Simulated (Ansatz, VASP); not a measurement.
One calculation of ZrO2, two programs

File INCAR:

```
SYSTEM = ZrO2
PREC = Accurate
ENCUT = 600
EDIFF = 1E-6
ISMEAR = 0
SIGMA = 0.05
LREAL = .False.
LASPH = .True.
NELM = 120
ALGO = Normal
ISIF = 2
LWAVE = .False.
LCHARG = .False.
GGA = PS
NBANDS = 19
GGA_COMPAT = .False.
```

KPOINTS

```
Automatic mesh
0
Gamma
  8 8 8
  0 0 0
```

Contents of POSCAR:

```
ZrO2
1.0
    0.0000000000      2.3890702453      2.3890702453
    2.3890702453      0.0000000000      2.3890702453
    2.3890702453      2.3890702453      0.0000000000
Zr O
1 2
Direct
    0.0000000000      0.0000000000      0.0000000000
    0.2500000000      0.2500000000      0.2500000000
    0.7500000000      0.7500000000      0.7500000000
```

Input for Ansatz:

```yaml
crystal:
  lattice:
    - [0.0, 2.3890702453, 2.3890702453]
    - [2.3890702453, 0.0, 2.3890702453]
    - [2.3890702453, 2.3890702453, 0.0]
  atoms:
    - { symbol: Zr, position: [0.0, 0.0, 0.0] }
    - { symbol: O, position: [0.25, 0.25, 0.25] }
    - { symbol: O, position: [0.75, 0.75, 0.75] }
basis:
  ecutwfc: 420
  ecutrho_ratio: 4
kpoints:
  mp_grid: { grid: [8, 8, 8] }
hamiltonian:
  xc: pbesol
scf:
  occupations: { method: gaussian, width: 0.05 }
output:
  forces: true
  stress: true
  eigenvalues: true
```

Alike in both runs: task single point; functional PBEsol; k mesh 8 × 8 × 8; occupations gaussian, width 0.05 eV; no spin polarisation.

|  | VASP | Ansatz |
| --- | --- | --- |
| version | VASP 6.6.1 | Ansatz 0.2.0 |
| potentials or method | VASP PAW PBE potentials, release 64 (Zr_sv, O), cutoff 600 eV | scalar-relativistic, plane waves, PAW |
| valence electrons in the cell | 24 | 24 |

```csv
,VASP,Ansatz,Ansatz less VASP
gap on the k mesh at the Fermi level (eV),3.74,3.75,+0.009
least direct gap on the mesh (eV),4.36,4.37,+0.010
```

VASP's potentials were made for PBE, not for PBEsol.
